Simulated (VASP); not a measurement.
# Mg3Te2O (P6/mmm) in VASP: notebook

Runs on Mg3Te2O. Level: PBE. Tasks: single point, relaxation of cell and atoms.

All numbers are computed with VASP 6.6.1; they aren't measurements. Logs are shortened: lines on timing, memory, paths and dates and some standing lists are left out, and cuts for length are marked.

**1. The cell of the first run**

It takes space group P6/mmm (No. 191, hexagonal). Conventional cell: a = 5.276 Å, b = 5.276 Å, c = 9.570 Å, α = 90.00°, β = 90.00°, γ = 120.00°. Within 2.5 Å of Mg (site symmetry 6mm) lie 1 O at 1.87 Å. Mg (site symmetry 6/mmm) has 2 Mg at 2.91 Å within 3.8 Å. Te (site symmetry -6m2) has 3 Te at 3.05 Å and 3 O at 3.05 Å and 6 Mg at 3.58 Å within 4.0 Å. Within 2.5 Å of O (site symmetry 6/mmm) lie 2 Mg at 1.87 Å.

The cell was generated, and may not be a known phase.

**2. Single point, PBE**

File INCAR:

```
ALGO = Normal
EDIFF = 1E-6
ENCUT = 520
GGA = PE
ISIF = 2
ISMEAR = 0
LASPH = True
LCHARG = True
LELF = True
LREAL = False
LVHAR = True
LWAVE = False
NBANDS = 21
NELM = 100
PREC = Accurate
SIGMA = 0.1
```

File KPOINTS:

```
k-points
0
Gamma
  12 12 4
```

File POSCAR:

```
Mg3Te2O
1.0
    5.2763503725      0.0000000000      0.0000000000
   -2.6381751863      4.5694534618      0.0000000000
    0.0000000000      0.0000000000      9.5696384599
Mg Te O
3 2 1
Direct
    0.0000000000      0.0000000000      0.1956944114
    0.0000000000      0.0000000000      0.8043055886
    0.0000000000      0.0000000000      0.5000000000
    0.3333333333      0.6666666667      0.0000000000
    0.6666666667      0.3333333333      0.0000000000
    0.0000000000      0.0000000000      0.0000000000
```

Potentials or basis: VASP PAW PBE potentials, release 64 (Mg, Te, O).

Started as:

```sh
$ cat potpaw_PBE.64/Mg/POTCAR potpaw_PBE.64/Te/POTCAR potpaw_PBE.64/O/POTCAR > POTCAR
$ mpirun -np 1 vasp_std > vasp.out
```

OUTCAR:

```text
EDIFF = 1E-6
   ENCUT = 520
   GGA = PE
   ISIF = 2
   ISMEAR = 0
   LASPH = True
   LREAL = False
   NELM = 100
   PREC = Accurate

 ion  position               nearest neighbor table
   1  0.000  0.000  0.196-   6 1.87   3 2.91   5 3.58   4 3.58   4 3.58   5 3.58   5 3.58   4 3.58

   2  0.000  0.000  0.804-   6 1.87   3 2.91   5 3.58   4 3.58   4 3.58   5 3.58   5 3.58   4 3.58

   3  0.000  0.000  0.500-   1 2.91   2 2.91
   4  0.333  0.667  0.000-   5 3.05   5 3.05   5 3.05   1 3.58   2 3.58   2 3.58   1 3.58   2 3.58
                             1 3.58
   5  0.667  0.333  0.000-   4 3.05   4 3.05   4 3.05   1 3.58   2 3.58   1 3.58   2 3.58   1 3.58
                             2 3.58
   6  0.000  0.000  0.000-   1 1.87   2 1.87

  LATTYP: Found a hexagonal cell.
 ALAT       =     5.2763503725
 C/A-ratio  =     1.8136851771

  Lattice vectors:

 A1 = (   5.2763503725,   0.0000000000,   0.0000000000)
 A2 = (  -2.6381751863,   4.5694534618,   0.0000000000)
 A3 = (   0.0000000000,   0.0000000000,   9.5696384599)

Analysis of symmetry for initial positions (statically):
=====================================================================
 Subroutine PRICEL returns:
 Original cell was already a primitive cell.

 Routine SETGRP: Setting up the symmetry group for a
 hexagonal supercell.

 Subroutine GETGRP returns: Found 24 space group operations
 (whereof 24 operations were pure point group operations)
 out of a pool of 24 trial point group operations.

The static configuration has the point symmetry D_6h.

Analysis of symmetry for dynamics (positions and initial velocities):
=====================================================================
 Subroutine PRICEL returns:
 Original cell was already a primitive cell.

 Routine SETGRP: Setting up the symmetry group for a
 hexagonal supercell.

 Subroutine GETGRP returns: Found 24 space group operations
 (whereof 24 operations were pure point group operations)
 out of a pool of 24 trial point group operations.

The dynamic configuration has the point symmetry D_6h.

 Subroutine INISYM returns: Found 24 space group operations
 (whereof 24 operations are pure point group operations),
 and found     1 'primitive' translations

----------------------------------------------------------------------------------------

                                     Primitive cell

  volume of cell :     230.7243

  direct lattice vectors                    reciprocal lattice vectors
     5.276350372  0.000000000  0.000000000     0.189524942  0.109422276  0.000000000
    -2.638175186  4.569453462  0.000000000     0.000000000  0.218844553  0.000000000
     0.000000000  0.000000000  9.569638460     0.000000000  0.000000000  0.104497156

  length of vectors
     5.276350372  5.276350372  9.569638460     0.218844553  0.218844553  0.104497156

  position of ions in fractional coordinates (direct lattice)
     0.000000000  0.000000000  0.195694411
     0.000000000  0.000000000  0.804305589
     0.000000000  0.000000000  0.500000000
     0.333333333  0.666666667  0.000000000
     0.666666667  0.333333333  0.000000000
     0.000000000  0.000000000  0.000000000

  ion indices of the primitive-cell ions
   primitive index   ion index
                 1           1
                 2           2
                 3           3
                 4           4
                 5           5
                 6           6

----------------------------------------------------------------------------------------

 KPOINTS: k-points

Automatic generation of k-mesh.
 Grid dimensions read from file:
 generate k-points for:   12   12    4

 Generating k-lattice:

  Cartesian coordinates                     Fractional coordinates (reciprocal lattice)
     0.015793745  0.009118523  0.000000000     0.083333333  0.000000000  0.000000000
     0.000000000  0.018237046  0.000000000     0.000000000  0.083333333  0.000000000
     0.000000000  0.000000000  0.026124289     0.000000000  0.000000000  0.250000000

  Length of vectors
     0.018237046  0.018237046  0.026124289

  Shift w.r.t. Gamma in fractional coordinates (k-lattice)
     0.000000000  0.000000000  0.000000000

 Subroutine IBZKPT returns following result:
 ===========================================

 Found     57 irreducible k-points:

 Following reciprocal coordinates:
            Coordinates               Weight
  0.000000  0.000000  0.000000      1.000000
  0.083333  0.000000  0.000000      6.000000
  0.166667  0.000000  0.000000      6.000000
  0.250000  0.000000  0.000000      6.000000
  0.333333  0.000000  0.000000      6.000000
  0.416667  0.000000  0.000000      6.000000
[... 16 lines left out ...]
  0.250000  0.000000  0.250000     12.000000
  0.333333  0.000000  0.250000     12.000000
 [... further k-points ...]
   k-points           NKPTS =     57   k-points in BZ     NKDIM =     57   number of bands    NBANDS=     21
   number of dos      NEDOS =    301   number of ions     NIONS =      6
   total plane-waves  NPLWV = 115200
   dimension x,y,z NGX =    40 NGY =   40 NGZ =   72
   dimension x,y,z NGXF=    80 NGYF=   80 NGZF=  144
   ions per type =               3   2   1
   NGX,Y,Z   is equivalent  to a cutoff of  12.60, 12.60, 12.51 a.u.
   NGXF,Y,Z  is equivalent  to a cutoff of  25.21, 25.21, 25.02 a.u.
 SYSTEM =  unknown system
   PREC   = accura    normal or accurate (medium, high low for compatibility)
   ISTART =      0    job   : 0-new  1-cont  2-samecut
   ICHARG =      2    charge: 1-file 2-atom 10-const
   ISPIN  =      1    spin polarized calculation?
   LNONCOLLINEAR =      F non collinear calculations
   LSORBIT =      F    spin-orbit coupling
   LASPH  =      T    aspherical Exc in radial PAW
   ENCUT  =  520.0 eV  38.22 Ry    6.18 a.u.   9.81  9.81 17.79*2*pi/ulx,y,z
   NELM   =    100;   NELMIN=  2; NELMDL= -5     # of ELM steps
   EDIFF  = 0.1E-05   stopping-criterion for ELM
   LREAL  =      F    real-space projection
   EDIFFG = 0.1E-04   stopping-criterion for IOM
   NSW    =      0    number of steps for IOM
   IBRION =     -1    ionic relax: 0-MD 1-quasi-New 2-CG
   NFREE  =      0    steps in history (QN), initial steepest desc. (CG)
   ISIF   =      2    stress and relaxation
   ISYM   =      2    0-nonsym 1-usesym 2-fastsym
   POTIM  = 0.5000    time-step for ionic-motion
   TEBEG  =    0.0;   TEEND  =   0.0 temperature during run
   PSTRESS=    0.0 pullay stress
   NELECT =      24.0000    total number of electrons
   NUPDOWN=      -1.0000    fix difference up-down
   EMIN   =  10.00;   EMAX   =-10.00  energy-range for DOS
   EFERMI =   0.00;   METHOD = LEGACY
   ISMEAR =     0;   SIGMA  =   0.10  broadening in eV -4-tet -1-fermi 0-gaus
   EFERMI_NEDOS =   21; number of points for ismear=-14 and -15
   IALGO  =     38    algorithm
   IMIX   =      4    mixing-type and parameters
     AMIX     =   0.40;   BMIX     =  1.00
     AMIX_MAG =   1.60;   BMIX_MAG =  1.00
  volume/ion in A,a.u.               =      38.45       259.50
  Fermi-wavevector in a.u.,A,eV,Ry     =   0.769923  1.454944  8.065286  0.592782
  Thomas-Fermi vector in A             =   1.871016
   LORBIT       =      0    0 simple, 1 ext, 2 COOP (PROOUT), +10 PAW based schemes
   GGA     = PE    functional components
   LHFCALC =     F    Hartree Fock is set to
   AEXX    =    0.0000 exact exchange contribution
   IVDW    =     0    specifies the selected vdW correction
   LEPSILON=     F    determine dielectric tensor
   LRPA    =     F    only Hartree local field effects (RPA)
 non-spin polarized calculation
 Gauss-broadening in eV      SIGMA  =   0.10
  energy-cutoff  :      520.00
  volume of cell :      230.72
 maximum number of plane-waves:      6234
 NGX is ok and might be reduce to    40
   NGX = 19   NGY = 19   NGZ = 35

 number of electron      23.9999992 magnetization

 Free energy of the ion-electron system (eV)
  ---------------------------------------------------
  ext. energy  EPLUGINS =         0.00000000
  ---------------------------------------------------
  free energy    TOTEN  =       -16.43228496 eV

  energy without entropy =      -16.42355942  energy(sigma->0) =      -16.42792219

 E-fermi :   1.3276     XC(G=0):  -6.7652

 val. band max:        1.3104574841   @ k =   0.5000   0.0000   0.0000
 cond. band min:       1.3467288565   @ k =   0.3333   0.3333   0.0000
 fundamental gap:      0.0362713723
 Fermi energy:         1.3275709449

 k-point     1 :       0.0000    0.0000    0.0000
  band No.  band energies     occupation
      1     -16.1702      2.00000
      2     -11.0705      2.00000
      3      -7.6578      2.00000
      4      -3.6304      2.00000
      5      -2.6240      2.00000
      6      -2.6240      2.00000
[... 13 lines left out ...]
     20       5.8168      0.00000
     21       6.4091      0.00000

 k-point     2 :       0.0833    0.0000    0.0000
  band No.  band energies     occupation
      1     -16.1662      2.00000
      2     -11.0503      2.00000
      3      -7.7677      2.00000
      4      -3.5980      2.00000
      5      -2.9973      2.00000
      6      -2.8836      2.00000
[... 13 lines left out ...]
     20       6.1512      0.00000
     21       6.6558      0.00000

 k-point     3 :       0.1667    0.0000    0.0000
  band No.  band energies     occupation
      1     -16.1553      2.00000
      2     -10.9889      2.00000
      3      -8.0616      2.00000
      4      -3.5046      2.00000
      5      -3.3714      2.00000
      6      -2.9403      2.00000
[... 13 lines left out ...]
     20       6.3276      0.00000
     21       7.0868      0.00000
[... 457 lines left out ...]
 k-point    23 :       0.2500    0.0000    0.2500
  band No.  band energies     occupation
      1     -16.1403      2.00000
      2     -10.8856      2.00000
      3      -8.4563      2.00000
      4      -3.6719      2.00000
      5      -3.3805      2.00000
      6      -2.7578      2.00000
[... 13 lines left out ...]
     20       5.8599      0.00000
     21       6.1401      0.00000

 k-point    24 :       0.3333    0.0000    0.2500
  band No.  band energies     occupation
      1     -16.1253      2.00000
      2     -10.7465      2.00000
      3      -8.8620      2.00000
      4      -3.8909      2.00000
      5      -3.2148      2.00000
      6      -2.3872      2.00000
[... 13 lines left out ...]
     20       5.7809      0.00000
     21       5.9497      0.00000

 [... further k-points ...]

------------------------ aborting loop because EDIFF is reached ----------------------------------------

  FORCE on cell =-STRESS in cart. coord.  units (eV):
  Direction    XX          YY          ZZ          XY          YZ          ZX
  --------------------------------------------------------------------------------------
  -------------------------------------------------------------------------------------
  Total       -0.0728197     -0.0728197     -0.0108459      0.0000000     -0.0000000      0.0000000
  in kB       -0.5056684     -0.5056684     -0.0753153      0.0000000     -0.0000000      0.0000000
  external PRESSURE =      -0.3622174 kB  Pullay stress =       0.0000000 kB

 VOLUME and BASIS-vectors are now :
 -----------------------------------------------------------------------------
  energy-cutoff  :      520.00
  volume of cell :      230.72
      direct lattice vectors                 reciprocal lattice vectors
     5.276350372  0.000000000  0.000000000     0.189524942  0.109422276  0.000000000
    -2.638175186  4.569453462  0.000000000     0.000000000  0.218844553  0.000000000
     0.000000000  0.000000000  9.569638460     0.000000000  0.000000000  0.104497156

 POSITION                                       TOTAL-FORCE (eV/Angst)
 -----------------------------------------------------------------------------------
      0.00000      0.00000      1.87272        -0.000000      0.000000      0.021947
      0.00000      0.00000      7.69691        -0.000000     -0.000000     -0.021947
      0.00000      0.00000      4.78482        -0.000000      0.000000     -0.000000
     -0.00000      3.04630      0.00000         0.000000      0.000000     -0.000000
      2.63818      1.52315      0.00000        -0.000000      0.000000      0.000000
      0.00000      0.00000      0.00000        -0.000000      0.000000     -0.000000
 -----------------------------------------------------------------------------------
    total drift:                                0.000000     -0.000000      0.000000

  FREE ENERGIE OF THE ION-ELECTRON SYSTEM (eV)
  ---------------------------------------------------
  free  energy   TOTEN  =       -16.4322849559 eV

  energy  without entropy=      -16.4235594223  energy(sigma->0) =      -16.42792219
```

Wall time 3.7 min (1 thread of Intel Xeon 6975P-C (Granite Rapids), shared host); peak memory 0.51 GiB.

Results:

```yaml
Free_energy: -16.4323 eV
Pressure: 0.0 GPa
Largest_force: 0.022 eV/Å
Band_gap_on_the_k_mesh: zero (bands 12 and 13 overlap by 0.07 eV)
```

Forces on the atoms (eV/Å):
```
Mg   0.000  0.000  0.022
Mg   0.000  0.000 -0.022
Mg   0.000  0.000  0.000
Te   0.000  0.000  0.000
Te   0.000  0.000  0.000
O    0.000  0.000  0.000
```

Levels at points of the mesh, in eV from the Fermi level:
```
           k point  band 8  band 9  band 10  band 11  band 12  band 13  band 14  band 15  band 16  band 17
(0.00, 0.00, 0.00)   -3.80   -2.84    -2.67    -0.19    -0.02     1.54     1.72     1.72     3.40     3.40
(0.50, 0.00, 0.00)   -2.54   -1.93    -1.58    -1.43    -0.02     0.50     1.04     1.68     2.59     2.69
(0.00, 0.00, 0.50)   -3.80   -2.85    -2.20    -1.21    -0.02     1.74     1.74     3.04     3.04     3.16
(0.50, 0.00, 0.50)   -2.54   -2.08    -1.43    -1.35    -0.31     0.91     1.00     1.68     2.05     2.17
```

Caveat: semilocal functionals underestimate gaps, and a narrow one can read as zero; spin-orbit coupling is left out, which moves the levels of the heavy elements.

**3. Relaxation of cell and atoms, PBE**

File INCAR:

```
SYSTEM = Mg3Te2O
  PREC = Accurate
  ENCUT = 600
  EDIFF = 1E-6
  ISMEAR = 0
  SIGMA = 0.1
  LREAL = .FALSE.
  LASPH = .TRUE.
  NELM = 60
  ALGO = Normal
  ISIF = 3
  LWAVE = .FALSE.
  LCHARG = .FALSE.
  GGA = PE
  IBRION = 2
  NSW = 100
  EDIFFG = -0.01
```

File KPOINTS:

```
regular mesh
0
G
  12 12 4
  0 0 0
```

File POSCAR:

```
Mg3Te2O
1.0
    5.2721510969      0.0000000000      0.0000000000
   -2.6360755485      4.5658167825      0.0000000000
    0.0000000000      0.0000000000      9.5741319949
Mg Te O
3 2 1
Direct
    0.0000000000      0.0000000000      0.1960307906
    0.0000000000      0.0000000000      0.8039692094
    0.0000000000      0.0000000000      0.5000000000
    0.3333333333      0.6666666667      0.0000000000
    0.6666666667      0.3333333333      0.0000000000
    0.0000000000      0.0000000000      0.0000000000
```

Potentials or basis: VASP PAW PBE potentials, release 64 (Mg, Te, O).

Started as:

```sh
$ cat potpaw_PBE.64/Mg/POTCAR potpaw_PBE.64/Te/POTCAR potpaw_PBE.64/O/POTCAR > POTCAR
$ mpirun -np 1 vasp_std > vasp.out
```

Run time: 5.9 min. Hardware: 1 thread of Intel Xeon 6975P-C (Granite Rapids), shared host; peak memory 0.61 GiB.

The run converged. Its results:

- Free energy: -16.4349 eV
- Relaxed volume: 38.34 Å³/atom
- Relaxed cell: a = 5.270 Å, b = 5.270 Å, c = 9.564 Å, α = 90.00°, β = 90.00°, γ = 120.00°
- Space group after relaxing (to 0.1 Å): P6/mmm (No. 191)
- Energy gained by relaxing: 0.0 meV/atom
- Ionic steps: 3
- Pressure after relaxing: 0.0 GPa
- Largest force after relaxing: 0.007 eV/Å
- Band gap on the k mesh: zero (bands 12 and 13 overlap by 0.07 eV)

Forces on the atoms (eV/Å):
```
Mg   0.000  0.000  0.007
Mg   0.000  0.000 -0.007
Mg   0.000  0.000  0.000
Te   0.000  0.000  0.000
Te   0.000  0.000  0.000
O    0.000  0.000  0.000
```

The path:
| step | energy change (eV) | largest force (eV/Å) | pressure (GPa) | volume (Å³) |
| --- | --- | --- | --- | --- |
| 1 | 0.0000 | 0.0293 | -0.08 | 230.47 |
| 2 | -0.0001 | 0.0254 | 0.02 | 229.82 |
| 3 | -0.0002 | 0.0067 | 0.00 | 230.04 |

Final structure:
```
Mg Te O
1.0
     5.27014    0.00000    0.00000
    -2.63507    4.56408    0.00000
     0.00000    0.00000    9.56356
Mg Te O
3 2 1
Direct
  0.00000 0.00000 0.19593
  0.00000 0.00000 0.80407
  0.00000 0.00000 0.50000
  0.33333 0.66667 0.00000
  0.66667 0.33333 0.00000
  0.00000 0.00000 0.00000
```

Levels at points of the mesh, in eV from the Fermi level:
| k point | band 8 | band 9 | band 10 | band 11 | band 12 | band 13 | band 14 | band 15 | band 16 |
| --- | --- | --- | --- | --- | --- | --- | --- | --- | --- |
| (0.00, 0.00, 0.00) | -3.81 | -2.85 | -2.68 | -0.20 | -0.02 | 1.54 | 1.73 | 1.73 | 3.40 |
| (0.50, 0.00, 0.00) | -2.55 | -1.93 | -1.59 | -1.43 | -0.02 | 0.49 | 1.05 | 1.69 | 2.59 |
| (0.00, 0.00, 0.50) | -3.81 | -2.86 | -2.21 | -1.22 | -0.02 | 1.74 | 1.74 | 3.04 | 3.04 |
| (0.50, 0.00, 0.50) | -2.55 | -2.09 | -1.43 | -1.36 | -0.31 | 0.90 | 1.01 | 1.69 | 2.04 |

Caveat: semilocal functionals underestimate gaps, and a narrow one can read as zero; spin-orbit coupling is left out, which moves the levels of the heavy elements.

The gap in the log of VASP goes by the Fermi energy; the results here count the filled bands.